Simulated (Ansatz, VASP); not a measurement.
# Two plane-wave programs on Si

The input INCAR:

```
  ALGO = Normal
  EDIFF = 1E-6
  ENCUT = 520
  ISIF = 2
  ISMEAR = 0
  LASPH = T
  LCHARG = F
  LREAL = F
  LWAVE = F
  NBANDS = 26
  NELM = 60
  PREC = Accurate
  SIGMA = 0.15
```

The input KPOINTS:

```
k-points
0
Gamma
  12 12 12
```

Contents of POSCAR:

```
Si
1.0
    4.6594203132      2.6901175721      1.8589531703
   -4.6594203132      2.6901175721      1.8589531703
    0.0000000000     -5.3802351441      1.8589531703
Si
8
Direct
    0.0226596480      0.7164598751      0.5240495534
    0.9765720096      0.2736364597      0.4731740252
    0.7222878747      0.7222878747      0.7222878747
    0.2736364597      0.4731740252      0.9765720096
    0.4731740252      0.9765720096      0.2736364597
    0.7164598751      0.5240495534      0.0226596480
    0.2911605545      0.2911605545      0.2911605545
    0.5240495534      0.0226596480      0.7164598751
```

Input for Ansatz:

```yaml
crystal:
  lattice:
    - [4.6594203132, 2.6901175721, 1.8589531703]
    - [-4.6594203132, 2.6901175721, 1.8589531703]
    - [0.0, -5.3802351441, 1.8589531703]
  atoms:
    - { symbol: Si, position: [0.022659648, 0.7164598751, 0.5240495534] }
    - { symbol: Si, position: [0.9765720096, 0.2736364597, 0.4731740252] }
    - { symbol: Si, position: [0.7222878747, 0.7222878747, 0.7222878747] }
    - { symbol: Si, position: [0.2736364597, 0.4731740252, 0.9765720096] }
    - { symbol: Si, position: [0.4731740252, 0.9765720096, 0.2736364597] }
    - { symbol: Si, position: [0.7164598751, 0.5240495534, 0.022659648] }
    - { symbol: Si, position: [0.2911605545, 0.2911605545, 0.2911605545] }
    - { symbol: Si, position: [0.5240495534, 0.022659648, 0.7164598751] }
basis:
  ecutwfc: 420
kpoints:
  mp_grid: { grid: [12, 12, 12] }
hamiltonian:
  xc: lda
scf:
  occupations: { method: gaussian, width: 0.15 }
output:
  forces: true
  stress: true
  eigenvalues: true
```

Change from the starting cell: mode 4 (122.7 1/cm) frozen in, largest displacement +0.037 Å.

Alike in both runs: task single point; functional LDA; k mesh 12 × 12 × 12; occupations gaussian, width 0.15 eV; no spin polarisation.

```csv
,VASP,Ansatz
version,VASP 6.6.1,Ansatz 0.2.0
potentials or method,"VASP PAW LDA potentials, release 64 (Si), cutoff 520 eV","scalar-relativistic, plane waves, PAW"
valence electrons in the cell,32,32
```

|  | VASP | Ansatz | Ansatz less VASP |
| --- | --- | --- | --- |
| gap on the k mesh at the Fermi level (eV) | none | none | - |
| pressure (GPa) | 0.0 | 0.0 | -0.05 |
| rms of the force components (eV/Å) | 0.027 | 0.026 | -0.0008 |

LDA's correlation is that of Perdew and Zunger in VASP and of Perdew and Wang (1992) in Ansatz. Atom by atom the forces differ by 0.004 eV/Å (rms over components). A gap of «none» marks a metal or a gap that the smearing closes.
